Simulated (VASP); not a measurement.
# Te2Mo in VASP: a series of runs

The runs below take Te2Mo through single point, with PBE+D3(BJ).

All numbers are computed with VASP 6.6.1; they aren't measurements. Logs are shortened: lines on timing, memory, paths and dates and some standing lists are left out, and cuts for length are marked.

## (1) The cell of the first run

The cell holds a slab with vacuum, 6 atoms: a = 3.504 Å, b = 3.504 Å, c = 24.768 Å, α = 90.00°, β = 90.00°, γ = 120.00°.

## (2) Single point, PBE+D3(BJ) (layers slid over each other, then relaxed in part)

File INCAR:

```
SYSTEM = Te2Mo
ALGO     = Normal         ! electronic algorithm
DIPOL    = 0.5 0.5 0.397
EDIFF    = 1E-6           ! SCF threshold, eV
ENCUT    = 520            ! plane-wave cutoff, eV
GGA      = PE             ! functional
IDIPOL   = 3            
ISIF     = 2              ! what is computed and relaxed
ISMEAR   = 0              ! smearing method
IVDW     = 12             ! dispersion correction
LASPH    = .TRUE.         ! aspherical terms in the spheres
LCHARG   = .FALSE.        ! write CHGCAR
LDIPOL   = .TRUE.       
LREAL    = .FALSE.        ! projectors in reciprocal space
LWAVE    = .FALSE.        ! write WAVECAR
NBANDS   = 35             ! bands
NELM     = 100            ! most SCF steps
PREC     = Accurate       ! precision mode
SIGMA    = 0.05           ! smearing width, eV
```

File KPOINTS:

```
k-points
0
G
  9 9 1
  0 0 0
```

File POSCAR:

```
Te2Mo
1.0
    3.5038817003      0.0000000000      0.0000000000
   -1.7519408501      3.0344505643      0.0000000000
    0.0000000000      0.0000000000     24.7677199090
Te Mo
4 2
Direct
    0.3333333333      0.6666666667      0.1816881011
    0.3333333333      0.6666666667      0.3282968769
    0.3333333333      1.1666666666      0.4664823871
    0.3333333333      1.1666666666      0.6130924476
    0.6666666667      0.3333333334      0.2550101463
    0.0000000000      1.5000000000      0.5397693413
```

Potentials or basis: VASP PAW PBE potentials, release 64 (Te, Mo_sv).

The run is started by

```console
$ cat potpaw_PBE.64/Te/POTCAR potpaw_PBE.64/Mo_sv/POTCAR > POTCAR
$ mpirun -np 1 vasp_std > vasp.out
```

OUTCAR:

```text
SYSTEM = Te2Mo
   EDIFF = 1E-6
   ENCUT = 520
   GGA = PE
   ISIF = 2
   ISMEAR = 0
   IVDW = 12
   LASPH = .TRUE.
   LREAL = .FALSE.
   NELM = 100
   PREC = Accurate
 IVDW          = 12

 ion  position               nearest neighbor table
   1  0.333  0.667  0.182-   5 2.72   5 2.72   5 2.72   2 3.63
   2  0.333  0.667  0.328-   5 2.72   5 2.72   5 2.72   1 3.63
   3  0.333  0.167  0.466-   6 2.72   6 2.72   6 2.72   4 3.63
   4  0.333  0.167  0.613-   6 2.72   6 2.72   6 2.72   3 3.63
   5  0.667  0.333  0.255-   2 2.72   2 2.72   2 2.72   1 2.72   1 2.72   1 2.72
   6  0.000  0.500  0.540-   3 2.72   3 2.72   3 2.72   4 2.72   4 2.72   4 2.72

  LATTYP: Found a hexagonal cell.
 ALAT       =     3.5038817003
 C/A-ratio  =     7.0686518631

  Lattice vectors:

 A1 = (   3.5038817003,   0.0000000000,   0.0000000000)
 A2 = (  -1.7519408501,   3.0344505643,   0.0000000000)
 A3 = (   0.0000000000,   0.0000000000,  24.7677199090)

Analysis of symmetry for initial positions (statically):
=====================================================================
 Subroutine PRICEL returns:
 Original cell was already a primitive cell.

 Routine SETGRP: Setting up the symmetry group for a
 hexagonal supercell.

 Subroutine GETGRP returns: Found  4 space group operations
 (whereof  2 operations were pure point group operations)
 out of a pool of 24 trial point group operations.

The static configuration has the point symmetry C_1h.
 The point group associated with its full space group is C_2h.

Analysis of symmetry for dynamics (positions and initial velocities):
=====================================================================
 Subroutine PRICEL returns:
 Original cell was already a primitive cell.

 Routine SETGRP: Setting up the symmetry group for a
 hexagonal supercell.

 Subroutine GETGRP returns: Found  4 space group operations
 (whereof  2 operations were pure point group operations)
 out of a pool of 24 trial point group operations.

The dynamic configuration has the point symmetry C_1h.
 The point group associated with its full space group is C_2h.

 Subroutine INISYM returns: Found  4 space group operations
 (whereof  2 operations are pure point group operations),
 and found     1 'primitive' translations

----------------------------------------------------------------------------------------

                                     Primitive cell

  volume of cell :     263.3392

[... 106 lines left out ...]
   NELECT =      52.0000    total number of electrons
   NUPDOWN=      -1.0000    fix difference up-down
   EMIN   =  10.00;   EMAX   =-10.00  energy-range for DOS
   EFERMI =   0.00;   METHOD = LEGACY
   ISMEAR =     0;   SIGMA  =   0.05  broadening in eV -4-tet -1-fermi 0-gaus
   EFERMI_NEDOS =   21; number of points for ismear=-14 and -15
   IALGO  =     38    algorithm
   IMIX   =      4    mixing-type and parameters
     AMIX     =   0.40;   BMIX     =  1.00
     AMIX_MAG =   1.60;   BMIX_MAG =  1.00
  volume/ion in A,a.u.               =      43.89       296.18
  Fermi-wavevector in a.u.,A,eV,Ry     =   0.953317  1.801508 12.365161  0.908814
  Thomas-Fermi vector in A             =   2.081961
   LORBIT       =      0    0 simple, 1 ext, 2 COOP (PROOUT), +10 PAW based schemes
   GGA     = PE    functional components
   LHFCALC =     F    Hartree Fock is set to
   AEXX    =    0.0000 exact exchange contribution
   IVDW    =    12    specifies the selected vdW correction
   LEPSILON=     F    determine dielectric tensor
   LRPA    =     F    only Hartree local field effects (RPA)
 non-spin polarized calculation
 Gauss-broadening in eV      SIGMA  =   0.05
  energy-cutoff  :      520.00
  volume of cell :      263.34
 maximum number of plane-waves:      7173
 NGX is ok and might be reduce to    28
   NGX = 13   NGY = 13   NGZ = 93

 dipolmoment           0.000000      0.000000      0.000061 electrons x Angstroem

 number of electron      51.9999998 magnetization

 dipolmoment           0.000000      0.000000     -0.000149 electrons x Angstroem

 Free energy of the ion-electron system (eV)
  ---------------------------------------------------
  ext. energy  EPLUGINS =         0.00000000
  ---------------------------------------------------
  free energy    TOTEN  =       -35.95596991 eV

  energy without entropy =      -35.95596991  energy(sigma->0) =      -35.95596991

 E-fermi :   2.8037     XC(G=0):  -6.3822

 val. band max:        2.4991422683   @ k =   0.3333   0.3333   0.0000
 cond. band min:       3.5729016481   @ k =   0.2222   0.2222   0.0000
 fundamental gap:      1.0737593797
 Fermi energy:         2.8036887849

 k-point     1 :       0.0000    0.0000    0.0000
  band No.  band energies     occupation
      1     -58.1832      2.00000
      2     -58.1826      2.00000
      3     -32.3607      2.00000
      4     -32.3602      2.00000
      5     -32.2172      2.00000
      6     -32.2171      2.00000
[... 901 lines left out ...]
     34       6.5080      0.00000
     35       7.2092      0.00000

 [... further k-points ...]

------------------------ aborting loop because EDIFF is reached ----------------------------------------

 vacuum level on the upper side and lower side of the slab       (xc-potential included)        -0.135        -0.133

 Edisp (eV)   -2.80226

 E8    (eV) :    -1.3257

  FORCE on cell =-STRESS in cart. coord.  units (eV):
  Direction    XX          YY          ZZ          XY          YZ          ZX
  --------------------------------------------------------------------------------------
  -------------------------------------------------------------------------------------
  Total      -0.12620     0.01924     0.04359    -0.12595     0.09498     0.16451
  in kB      -0.76779     0.11706     0.26523    -0.76630     0.57785     1.00087
  external pressure =       -0.13 kB  Pullay stress =        0.00 kB

 VOLUME and BASIS-vectors are now :
 -----------------------------------------------------------------------------
  energy-cutoff  :      520.00
  volume of cell :      263.34
      direct lattice vectors                 reciprocal lattice vectors
     3.503881700  0.000000000  0.000000000     0.285397763  0.164774475  0.000000000
    -1.751940850  3.034450564  0.000000000     0.000000000  0.329548951  0.000000000
     0.000000000  0.000000000 24.767719909     0.000000000  0.000000000  0.040375134

 POSITION                                       TOTAL-FORCE (eV/Angst)
 -----------------------------------------------------------------------------------
     -0.00000      2.02297      4.50000         0.006715      0.003877     -0.013990
     -0.00000      2.02297      8.13117        -0.018801     -0.010855      0.014951
      0.87597      0.50574     11.55371         0.018801      0.010855     -0.014951
      0.87597      0.50574     15.18490        -0.006715     -0.003877      0.013990
      1.75194      1.01148      6.31602        -0.024556     -0.014177     -0.000401
     -0.87597      1.51723     13.36886         0.024556      0.014177      0.000401
 -----------------------------------------------------------------------------------
    total drift:                                0.000001      0.000000     -0.013076

  FREE ENERGIE OF THE ION-ELECTRON SYSTEM (eV)
  ---------------------------------------------------
  free  energy   TOTEN  =       -38.7582250157 eV

  energy  without entropy=      -38.7582250157  energy(sigma->0) =      -38.75822502

 vacuum level on the upper side and lower side of the slab         7.206         7.209
```

OSZICAR:

```text
N       E                     dE             d eps       ncg     rms          rms(c)
DAV:   1     0.383803918494E+03    0.38380E+03   -0.26041E+04  2126   0.124E+03
DAV:   2    -0.123197711843E+02   -0.39612E+03   -0.38471E+03  2211   0.285E+02
DAV:   3    -0.364011009122E+02   -0.24081E+02   -0.23685E+02  2180   0.614E+01
[... 15 lines left out ...]
DAV:  19    -0.359559208906E+02   -0.34383E-04   -0.30995E-06  1668   0.897E-03    0.602E-03
DAV:  20    -0.359559509138E+02   -0.30023E-04   -0.13189E-06  1471   0.504E-03    0.105E-02
DAV:  21    -0.359559627651E+02   -0.11851E-04   -0.40644E-07  1344   0.294E-03    0.610E-03
DAV:  22    -0.359559683916E+02   -0.56265E-05   -0.26894E-07  1287   0.168E-03    0.216E-03
DAV:  23    -0.359559695795E+02   -0.11879E-05   -0.60409E-08  1103   0.730E-04    0.705E-04
DAV:  24    -0.359559699055E+02   -0.32602E-06   -0.30002E-08   992   0.645E-04
   1 F= -.38758225E+02 E0= -.38758225E+02  d E =-.557318E-19
```

stdout:

```text
POSCAR found type information on POSCAR TeMo
 POSCAR found :  2 types and       6 ions
 scaLAPACK will be used
 LDA part: xc-table for (Slater+PW92), standard interpolation
 POSCAR, INCAR and KPOINTS ok, starting setup
 FFT: planning ... GRIDC
 FFT: planning ... GRID_SOFT
 FFT: planning ... GRID
 WAVECAR not read
 entering main loop
```

It took 4.1 min on 1 thread of Intel Xeon 6975P-C (Granite Rapids), shared host; peak memory 0.48 GiB.

Results:

```
Free energy                : -38.7582 eV
Largest force              : 0.028 eV/Å
Band gap on the k mesh     : 1.07 eV (least direct gap 1.14 eV)
Dispersion energy per atom : -0.467 eV
```

Forces in eV/Å, atoms in the order of the input:
```
Te   0.007  0.004 -0.014
Te  -0.019 -0.011  0.015
Te   0.019  0.011 -0.015
Te  -0.007 -0.004  0.014
Mo  -0.025 -0.014  0.000
Mo   0.025  0.014  0.000
```

Caveat: the cell differs from its parent crystal (layers slid over each other, then relaxed in part); spin-orbit coupling is left out, which moves the levels of the heavy elements.

## (3) Single point, PBE+D3(BJ) (layers slid over each other, then relaxed in part)

File INCAR:

```
PREC = Accurate ; ENCUT = 520
EDIFF = 1E-6 ; ISMEAR = 0
SIGMA = 0.05 ; LREAL = F
LASPH = T ; NELM = 60
ALGO = Normal ; ISIF = 2
LWAVE = F ; LCHARG = F
LDIPOL = T ; IDIPOL = 3
DIPOL = 0.5 0.5 0.402 ; GGA = PE
IVDW = 12 ; NBANDS = 35
```

File KPOINTS:

```
regular mesh
0
Gamma
  9 9 1
```

File POSCAR:

```
Te2Mo
1.0
    3.5038817003      0.0000000000      0.0000000000
   -1.7519408501      3.0344505643      0.0000000000
    0.0000000000      0.0000000000     24.7677199090
Te Mo
4 2
Direct
    0.3333333334      0.6666666667      0.1816881011
    0.3333333334      0.6666666667      0.3283278189
    0.5000000000      1.0000000000      0.4766075130
    0.5000000000      1.0000000000      0.6232538641
    0.6666666666      0.3333333333      0.2549923944
    0.1666666666      1.3333333333      0.5499440667
```

Potentials or basis: VASP PAW PBE potentials, release 64 (Te, Mo_sv).

The run is started by

```console
$ cat potpaw_PBE.64/Te/POTCAR potpaw_PBE.64/Mo_sv/POTCAR > POTCAR
$ mpirun -np 1 vasp_std > vasp.out
```

Run time: 4 min. Hardware: 1 thread of Intel Xeon 6975P-C (Granite Rapids), shared host; peak memory 0.47 GiB.

It converged, with:

- Free energy: -38.7130 eV
- Largest force: 0.074 eV/Å
- Band gap on the k mesh: 1.10 eV (least direct gap 1.16 eV)
- Dispersion energy per atom: -0.458 eV

Forces on the atoms (eV/Å):
```
Te   0.000  0.004 -0.015
Te   0.000 -0.073  0.014
Te   0.000  0.073 -0.014
Te   0.000 -0.004  0.015
Mo   0.000 -0.037  0.000
Mo   0.000  0.037  0.000
```

Levels at points of the mesh, in eV from the valence-band top:
| k point | band 24 | band 25 | band 26 | band 27 | band 28 | band 29 |
| --- | --- | --- | --- | --- | --- | --- |
| (0.00, 0.00, 0.00) | -0.85 | -0.73 | -0.17 | 3.13 | 3.16 | 3.19 |

Caveat: the cell differs from its parent crystal (layers slid over each other, then relaxed in part); spin-orbit coupling is left out, which moves the levels of the heavy elements.
